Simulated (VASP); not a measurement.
Wanted: the native input for a VASP 6.6.1 run.

```
Task                   : relaxation of cell and atoms
Functional             : PBE
Potentials or basis    : VASP PAW PBE potentials, release 64 (Hf_pv, C)
Cutoff                 : 600 eV
k mesh                 : 4 × 4 × 4
Occupations            : gaussian, width 0.2 eV
Spin                   : no spin polarisation
Dipole correction      : no
Further INCAR settings : ALGO = Normal; EDIFF = 1e-06; IBRION = 2; EDIFFG = -0.08; NSW = 36; ISIF = 3
```

The structure of Hf5C3 lies in POSCAR:

```
Hf5C3
1.0
    0.0000000000      4.1101654800      4.1101654800
    4.1101654800      0.0000000000      4.1101654800
    4.1101654800      4.1101654800      0.0000000000
Hf C
5 3
Direct
    0.0000000000      0.0000000000      0.0000000000
    0.6297699700      0.6297699700      0.6297699700
    0.6297699700      0.6297699700      0.1106900800
    0.6297699700      0.1106900800      0.6297699700
    0.1106900800      0.6297699700      0.6297699700
    0.2500000000      0.2500000000      0.2500000000
    0.7500000000      0.7500000000      0.7500000000
    0.5000000000      0.5000000000      0.5000000000
```

The cell was built from a structure type or drawn by symmetry, and may not be a known phase.

One way to write it, as run:

INCAR

```
SYSTEM = Hf5C3
PREC = Accurate
ENCUT = 600
EDIFF = 1E-6
ISMEAR = 0
SIGMA = 0.2
LREAL = .FALSE.
LASPH = .TRUE.
NELM = 80
ALGO = Normal
ISIF = 3
LWAVE = .FALSE.
LCHARG = .FALSE.
GGA = PE
IBRION = 2
NSW = 36
EDIFFG = -0.08
```

KPOINTS

```
Automatic mesh
0
G
  4 4 4
  0 0 0
```

Potentials or basis: VASP PAW PBE potentials, release 64 (Hf_pv, C).

The run is started by

```console
$ cat potpaw_PBE.64/Hf_pv/POTCAR potpaw_PBE.64/C/POTCAR > POTCAR
$ mpirun -np 1 vasp_std > vasp.out
```

It gave:

```json
{
  "Relaxed volume": "25.32 Å³/atom",
  "Relaxed cell": "a = 6.592 Å, b = 6.592 Å, c = 6.592 Å, α = 60.00°, β = 60.00°, γ = 60.00°",
  "Space group after relaxing (to 0.1 Å)": "F-43m (No. 216)",
  "Energy gained by relaxing": "1305.6 meV/atom",
  "Ionic steps": "13",
  "Pressure after relaxing": "0.0 GPa",
  "Band gap on the k mesh": "zero (bands 31 and 32 overlap by 0.54 eV)"
}
```

Caveat: the volume moved by over 15 % at a fixed basis, so the end points are rough; spin-orbit coupling is left out, which moves the levels of the heavy elements.

It took 14 min on 1 thread of AMD EPYC 7R43 64-Core Processor (Zen 3) (shared host), peak memory 0.32 GiB.
